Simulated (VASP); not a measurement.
Wanted: the native input for a VASP 6.6.1 run.

| Item | Value |
| --- | --- |
| Task | single point |
| Functional | PBE |
| Potentials or basis | VASP PAW PBE potentials, release 64 (Ge_d, Sb, Te) |
| Cutoff | 520 eV |
| k mesh | 4 × 4 × 4 |
| Occupations | gaussian, width 0.1 eV |
| Spin | no spin polarisation |
| Dipole correction | no |
| Further INCAR settings | ALGO = Normal; EDIFF = 1e-07; NBANDS = 33 |

The structure of GeSb2Te4 lies in POSCAR:

```
GeSb2Te4
1.0
   -3.0595750800      3.0595750800      6.0514149700
    3.0595750800     -3.0595750800      6.0514149700
    3.0595750800      3.0595750800     -6.0514149700
Ge Sb Te
1 2 4
Direct
    0.0000000000      0.0000000000      0.0000000000
    0.5000000000      0.5000000000      0.0000000000
    0.2500000000      0.7500000000      0.5000000000
    0.5016200000      0.0016200000      0.5000000000
    0.2481620000      0.2481620000      0.0000000000
    0.9983800000      0.4983800000      0.5000000000
    0.7518380000      0.7518380000      0.0000000000
```

One way to write it, as run:

INCAR

```
PREC = Accurate
ENCUT = 520
EDIFF = 1E-7
ISMEAR = 0
SIGMA = 0.1
LREAL = False
LASPH = True
NELM = 60
ALGO = Normal
ISIF = 2
LWAVE = False
LCHARG = False
GGA = PE
NBANDS = 33
```

KPOINTS

```
regular mesh
0
Gamma
  4 4 4
```

Potentials or basis: VASP PAW PBE potentials, release 64 (Ge_d, Sb, Te).

The run is started by

```bash
$ cat potpaw_PBE.64/Ge_d/POTCAR potpaw_PBE.64/Sb/POTCAR potpaw_PBE.64/Te/POTCAR > POTCAR
$ mpirun -np 1 vasp_std > vasp.out
```

It gave:

| Item | Value |
| --- | --- |
| Pressure | 0.0 GPa |
| Largest force | 0.084 eV/Å |
| Band gap on the k mesh | zero (bands 24 and 25 overlap by 0.09 eV) |

Caveat: spin-orbit coupling is left out, which moves the levels of the heavy elements.

It took 4.4 min on 1 thread of Intel Xeon 8259CL, with other jobs on the host, peak memory 0.47 GiB.
